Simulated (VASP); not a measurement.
**Si2W: single point with r2SCAN**

Si2W:

```xyz
3
Lattice="-1.6378 1.6378 3.9793 1.6378 -1.6378 3.9793 1.6378 1.6378 -3.9793" Properties=species:S:1:pos:R:3 pbc="T T T"
Si    0.0000    0.0000    2.6734
Si    0.0000    0.0000    5.2852
W     0.0000    0.0000    0.0000
```

```
Program                : VASP 6.6.1
Task                   : single point
Functional             : r2SCAN
Potentials or basis    : VASP PAW PBE potentials, release 64 (Si, W_sv)
Cutoff                 : 520 eV
k mesh                 : 13 × 13 × 13
Occupations            : fermi-dirac, width 0.1 eV
Spin                   : no spin polarisation
Dipole correction      : no
Further INCAR settings : ALGO = Normal; EDIFF = 1e-06; NBANDS = 18
```

| Property | Result |
| --- | --- |
| Pressure | -11.9 GPa |
| Largest force | 0.003 eV/Å |
| Band gap on the k mesh | zero (band 11 reaches 11.78 eV, above the bottom of band 12 at 10.67 eV) |

Forces on the atoms (eV/Å):
```
Si   0.000  0.000  0.003
Si   0.000  0.000 -0.003
W    0.000  0.000  0.000
```

Stress tensor (GPa, compression positive):
```
-11.30   0.00   0.00
  0.00 -11.30   0.00
  0.00   0.00 -13.15
```

Levels at points of the mesh, in eV from the Fermi level:
```tsv
k point	band 7	band 8	band 9	band 10	band 11	band 12	band 13	band 14	band 15	band 16
(0.00, 0.00, 0.00)	-3.90	-3.13	-2.87	-2.87	0.52	2.68	2.95	2.95	3.46	4.66
```

It took 8 min on 1 thread of Intel Xeon 6975P-C, on a shared host, peak memory 0.32 GiB.

Caveat: the PAW data sets were made with another functional, which shifts forces and pressure a little; spin-orbit coupling is left out, which moves the levels of the heavy elements.
